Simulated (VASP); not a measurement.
# TaSi2 (R-3m) in VASP: notebook

TaSi2 is run at these levels: PBE; tasks: single point, relaxation of cell and atoms.

All numbers are computed with VASP 6.6.1; they aren't measurements. Logs are shortened: lines on timing, memory, paths and dates and some standing lists are left out, and cuts for length are marked.

### 1 The cell of the first run

It takes space group R-3m (No. 166, trigonal). Conventional cell: a = 4.214 Å, b = 4.214 Å, c = 10.029 Å, α = 90.00°, β = 90.00°, γ = 120.00°. Ta (site symmetry -3m) has 8 Si at 2.49 to 2.58 Å within 3.3 Å. Si (site symmetry 3m) has 4 Ta at 2.49 to 2.58 Å and 6 Si at 2.94 to 2.97 Å within 3.3 Å.

The cell was generated, and may not be a known phase.

### 2 Single point, PBE

File INCAR:

```
  ALGO = Normal
  EDIFF = 1E-6
  ENCUT = 520
  GGA = PE
  ISIF = 2
  ISMEAR = 0
  LASPH = T
  LCHARG = F
  LREAL = F
  LWAVE = F
  NBANDS = 16
  NELM = 60
  PREC = Accurate
  SIGMA = 0.1
```

File KPOINTS:

```
k-points
0
Gamma
  6 6 6
```

File POSCAR:

```
TaSi2
1.0
    2.1068239400      1.2163753700      3.3429668500
   -2.1068239400      1.2163753700      3.3429668500
    0.0000000000     -2.4327507400      3.3429668500
Ta Si
1 2
Direct
    0.5000000000      0.5000000000      0.5000000000
    0.2514394300      0.2514394300      0.2514394300
    0.7485605700      0.7485605700      0.7485605700
```

Potentials or basis: VASP PAW PBE potentials, release 64 (Ta_pv, Si).

On the command line:

```sh
cat potpaw_PBE.64/Ta_pv/POTCAR potpaw_PBE.64/Si/POTCAR > POTCAR
mpirun -np 1 vasp_std > vasp.out
```

OUTCAR:

```text
EDIFF = 1E-6
   ENCUT = 520
   GGA = PE
   ISIF = 2
   ISMEAR = 0
   LASPH = T
   LREAL = F
   NELM = 60
   PREC = Accurate

 ion  position               nearest neighbor table
   1  0.500  0.500  0.500-   2 2.49   3 2.49   2 2.58   2 2.58   3 2.58   3 2.58   2 2.58   3 2.58

   2  0.251  0.251  0.251-   1 2.49   1 2.58   1 2.58   1 2.58   3 2.94   3 2.94   3 2.94   3 2.97
                             3 2.97   3 2.97
   3  0.749  0.749  0.749-   1 2.49   1 2.58   1 2.58   1 2.58   2 2.94   2 2.94   2 2.94   2 2.97
                             2 2.97   2 2.97

  LATTYP: Found a trigonal (rhomboedric) cell.
 ALAT       =     4.1344532305
 COS(alpha) =     0.4806617407

  Lattice vectors:

 A1 = (   2.1068239400,   1.2163753700,   3.3429668500)
 A2 = (  -2.1068239400,   1.2163753700,   3.3429668500)
 A3 = (   0.0000000000,  -2.4327507400,   3.3429668500)

Analysis of symmetry for initial positions (statically):
=====================================================================
 Subroutine PRICEL returns:
 Original cell was already a primitive cell.

 Routine SETGRP: Setting up the symmetry group for a
 trigonal (rhombohedral) supercell.

 Subroutine GETGRP returns: Found 12 space group operations
 (whereof 12 operations were pure point group operations)
 out of a pool of 12 trial point group operations.

The static configuration has the point symmetry D_3d.

Analysis of symmetry for dynamics (positions and initial velocities):
=====================================================================
 Subroutine PRICEL returns:
 Original cell was already a primitive cell.

 Routine SETGRP: Setting up the symmetry group for a
 trigonal (rhombohedral) supercell.

 Subroutine GETGRP returns: Found 12 space group operations
 (whereof 12 operations were pure point group operations)
 out of a pool of 12 trial point group operations.

The dynamic configuration has the point symmetry D_3d.

 Subroutine INISYM returns: Found 12 space group operations
 (whereof 12 operations are pure point group operations),
 and found     1 'primitive' translations

----------------------------------------------------------------------------------------

                                     Primitive cell

  volume of cell :      51.4019

  direct lattice vectors                    reciprocal lattice vectors
     2.106823940  1.216375370  3.342966850     0.237324055  0.137019107  0.099711827
    -2.106823940  1.216375370  3.342966850    -0.237324055  0.137019107  0.099711827
     0.000000000 -2.432750740  3.342966850     0.000000000 -0.274038213  0.099711827

  length of vectors
     4.134453230  4.134453230  4.134453231     0.291615142  0.291615142  0.291615142

  position of ions in fractional coordinates (direct lattice)
     0.500000000  0.500000000  0.500000000
     0.251439430  0.251439430  0.251439430
     0.748560570  0.748560570  0.748560570

  ion indices of the primitive-cell ions
   primitive index   ion index
                 1           1
                 2           2
                 3           3

----------------------------------------------------------------------------------------

 KPOINTS: k-points

Automatic generation of k-mesh.
 Grid dimensions read from file:
 generate k-points for:    6    6    6

 Generating k-lattice:

  Cartesian coordinates                     Fractional coordinates (reciprocal lattice)
     0.039554009  0.022836518  0.016618638     0.166666667  0.000000000  0.000000000
    -0.039554009  0.022836518  0.016618638     0.000000000  0.166666667  0.000000000
     0.000000000 -0.045673036  0.016618638     0.000000000  0.000000000  0.166666667

  Length of vectors
     0.048602524  0.048602524  0.048602524

  Shift w.r.t. Gamma in fractional coordinates (k-lattice)
     0.000000000  0.000000000  0.000000000

 Subroutine IBZKPT returns following result:
 ===========================================

 Found     32 irreducible k-points:

 Following reciprocal coordinates:
            Coordinates               Weight
  0.000000  0.000000  0.000000      1.000000
  0.166667  0.000000  0.000000      6.000000
  0.333333  0.000000  0.000000      6.000000
  0.500000  0.000000  0.000000      3.000000
  0.166667  0.166667  0.000000      6.000000
  0.333333  0.166667  0.000000     12.000000
[... 16 lines left out ...]
  0.500000  0.500000  0.166667      6.000000
 -0.333333  0.500000  0.166667     12.000000
 [... further k-points ...]
   k-points           NKPTS =     32   k-points in BZ     NKDIM =     32   number of bands    NBANDS=     16
   number of dos      NEDOS =    301   number of ions     NIONS =      3
   total plane-waves  NPLWV =  32768
   dimension x,y,z NGX =    32 NGY =   32 NGZ =   32
   dimension x,y,z NGXF=    64 NGYF=   64 NGZF=   64
   ions per type =               1   2
   NGX,Y,Z   is equivalent  to a cutoff of  12.87, 12.87, 12.87 a.u.
   NGXF,Y,Z  is equivalent  to a cutoff of  25.73, 25.73, 25.73 a.u.
 SYSTEM =  unknown system
   PREC   = accura    normal or accurate (medium, high low for compatibility)
   ISTART =      0    job   : 0-new  1-cont  2-samecut
   ICHARG =      2    charge: 1-file 2-atom 10-const
   ISPIN  =      1    spin polarized calculation?
   LNONCOLLINEAR =      F non collinear calculations
   LSORBIT =      F    spin-orbit coupling
   LASPH  =      T    aspherical Exc in radial PAW
   ENCUT  =  520.0 eV  38.22 Ry    6.18 a.u.   7.69  7.69  7.69*2*pi/ulx,y,z
   NELM   =     60;   NELMIN=  2; NELMDL= -5     # of ELM steps
   EDIFF  = 0.1E-05   stopping-criterion for ELM
   LREAL  =      F    real-space projection
[... 7 lines left out ...]
   TEBEG  =    0.0;   TEEND  =   0.0 temperature during run
   PSTRESS=    0.0 pullay stress
   NELECT =      19.0000    total number of electrons
   NUPDOWN=      -1.0000    fix difference up-down
   EMIN   =  10.00;   EMAX   =-10.00  energy-range for DOS
   EFERMI =   0.00;   METHOD = LEGACY
   ISMEAR =     0;   SIGMA  =   0.10  broadening in eV -4-tet -1-fermi 0-gaus
   EFERMI_NEDOS =   21; number of points for ismear=-14 and -15
   IALGO  =     38    algorithm
   IMIX   =      4    mixing-type and parameters
     AMIX     =   0.40;   BMIX     =  1.00
     AMIX_MAG =   1.60;   BMIX_MAG =  1.00
  volume/ion in A,a.u.               =      17.13       115.63
  Fermi-wavevector in a.u.,A,eV,Ry     =   1.174897  2.220233 18.781237  1.380382
  Thomas-Fermi vector in A             =   2.311286
   LORBIT       =      0    0 simple, 1 ext, 2 COOP (PROOUT), +10 PAW based schemes
   GGA     = PE    functional components
   LHFCALC =     F    Hartree Fock is set to
   AEXX    =    0.0000 exact exchange contribution
   IVDW    =     0    specifies the selected vdW correction
   LEPSILON=     F    determine dielectric tensor
   LRPA    =     F    only Hartree local field effects (RPA)
 non-spin polarized calculation
 Gauss-broadening in eV      SIGMA  =   0.10
  energy-cutoff  :      520.00
  volume of cell :       51.40
 maximum number of plane-waves:      1396
   NGX = 15   NGY = 15   NGZ = 15

 number of electron      18.9999999 magnetization

 Free energy of the ion-electron system (eV)
  ---------------------------------------------------
  ext. energy  EPLUGINS =         0.00000000
  ---------------------------------------------------
  free energy    TOTEN  =       -21.23587977 eV

  energy without entropy =      -21.22537709  energy(sigma->0) =      -21.23062843

 E-fermi :   7.2586     XC(G=0): -11.0619

 val. band max:        7.1870731316   @ k =   0.3333   0.3333   0.1667
 cond. band min:       7.2597444136   @ k =  -0.1667   0.1667   0.1667
 fundamental gap:      0.0726712820
 Fermi energy:         7.2585919743

 k-point     1 :       0.0000    0.0000    0.0000
  band No.  band energies     occupation
      1     -26.9235      2.00000
      2     -26.8863      2.00000
      3     -26.8863      2.00000
      4      -4.6421      2.00000
      5       2.9130      2.00000
      6       2.9130      2.00000
[... 8 lines left out ...]
     15      11.7525      0.00000
     16      12.1206      0.00000

 k-point     2 :       0.1667    0.0000    0.0000
  band No.  band energies     occupation
      1     -26.9272      2.00000
      2     -26.8954      2.00000
      3     -26.8878      2.00000
      4      -4.2575      2.00000
      5       1.6445      2.00000
      6       3.1040      2.00000
[... 8 lines left out ...]
     15      12.0084      0.00000
     16      12.2940      0.00000

 k-point     3 :       0.3333    0.0000    0.0000
  band No.  band energies     occupation
      1     -26.9379      2.00000
      2     -26.9100      2.00000
      3     -26.8906      2.00000
      4      -3.2229      2.00000
      5       0.1228      2.00000
      6       3.4442      2.00000
[... 8 lines left out ...]
     15      13.9763      0.00000
     16      13.9977      0.00000

 k-point     4 :       0.5000    0.0000    0.0000
  band No.  band energies     occupation
      1     -26.9454      2.00000
      2     -26.9152      2.00000
      3     -26.8921      2.00000
      4      -2.2605      2.00000
      5      -0.8816      2.00000
      6       3.5553      2.00000
[... 8 lines left out ...]
     15      14.8121      0.00000
     16      14.9524      0.00000
[... 324 lines left out ...]
 k-point    22 :      -0.1667    0.3333    0.1667
  band No.  band energies     occupation
      1     -26.9425      2.00000
      2     -26.9151      2.00000
      3     -26.9006      2.00000
      4      -2.2949      2.00000
      5      -0.0763      2.00000
      6       2.7251      2.00000
[... 8 lines left out ...]
     15      14.1551      0.00000
     16      14.4393      0.00000

 k-point    23 :       0.5000    0.5000    0.1667
  band No.  band energies     occupation
      1     -26.9607      2.00000
      2     -26.9094      2.00000
      3     -26.9013      2.00000
      4      -1.4366      2.00000
      5      -0.2272      2.00000
      6       1.6601      2.00000
[... 8 lines left out ...]
     15      13.7873      0.00000
     16      14.2871      0.00000

 k-point    24 :      -0.3333    0.5000    0.1667
  band No.  band energies     occupation
      1     -26.9554      2.00000
      2     -26.9136      2.00000
      3     -26.9054      2.00000
      4      -0.8020      2.00000
      5      -0.4206      2.00000
      6       1.2502      2.00000
[... 8 lines left out ...]
     15      13.3555      0.00000
     16      14.2271      0.00000

 [... further k-points ...]
[... 5 lines left out ...]
  --------------------------------------------------------------------------------------
  -------------------------------------------------------------------------------------
  Total        2.5513573      2.5513574      5.3745022     -0.0000000      0.0000000      0.0000000
  in kB       79.5248192     79.5248193    167.5211504     -0.0000000      0.0000000      0.0000000
  external PRESSURE =     108.8569296 kB  Pullay stress =       0.0000000 kB

 VOLUME and BASIS-vectors are now :
 -----------------------------------------------------------------------------
  energy-cutoff  :      520.00
  volume of cell :       51.40
      direct lattice vectors                 reciprocal lattice vectors
     2.106823940  1.216375370  3.342966850     0.237324055  0.137019107  0.099711827
    -2.106823940  1.216375370  3.342966850    -0.237324055  0.137019107  0.099711827
     0.000000000 -2.432750740  3.342966850     0.000000000 -0.274038213  0.099711827

 POSITION                                       TOTAL-FORCE (eV/Angst)
 -----------------------------------------------------------------------------------
      0.00000      0.00000      5.01445         0.000000      0.000000      0.000000
      0.00000      0.00000      2.52166         0.000000     -0.000000     -0.653558
      0.00000      0.00000      7.50724         0.000000     -0.000000      0.653558
 -----------------------------------------------------------------------------------
    total drift:                               -0.000000      0.000000     -0.000000

  FREE ENERGIE OF THE ION-ELECTRON SYSTEM (eV)
  ---------------------------------------------------
  free  energy   TOTEN  =       -21.2358797731 eV

  energy  without entropy=      -21.2253770923  energy(sigma->0) =      -21.23062843
```

Run time: 31 s. Hardware: 1 thread of Intel Xeon 8259CL, shared host; peak memory 0.18 GiB.

Results:

```
Free energy            : -21.2359 eV
Pressure               : 10.9 GPa
Largest force          : 0.654 eV/Å
Band gap on the k mesh : zero (an odd number of electrons rules out a gap without spin polarisation)
```

Forces in eV/Å, atoms in the order of the input:
```
Ta   0.000  0.000  0.000
Si   0.000  0.000 -0.654
Si   0.000  0.000  0.654
```

Stress tensor (GPa, compression positive):
```
 7.95  0.00  0.00
 0.00  7.95  0.00
 0.00  0.00 16.75
```

Levels at points of the mesh, in eV from the Fermi level:
```
           k point  band 7  band 8  band 9  band 10  band 11  band 12  band 13  band 14
(0.00, 0.00, 0.00)   -4.25   -2.50   -0.44    -0.44     3.59     3.59     3.66     4.49
(0.50, 0.00, 0.00)   -3.52   -1.51   -0.21    -0.17     0.40     0.44     0.83     6.16
(0.50, 0.50, 0.00)   -3.02   -2.76   -0.88    -0.64    -0.39     1.25     6.11     6.69
(0.50, 0.50, 0.50)   -3.53   -1.95   -0.46    -0.46     0.44     0.44     0.70     6.69
```

Caveat: the stress differs along the axes, from 8 to 17 GPa; spin-orbit coupling is left out, which moves the levels of the heavy elements; an odd number of electrons without spin polarisation forces a metal; a magnetic or distorted state may lie lower.

[end of part 1 of 2]

The gap in the log of VASP goes by the Fermi energy; the results here count the filled bands.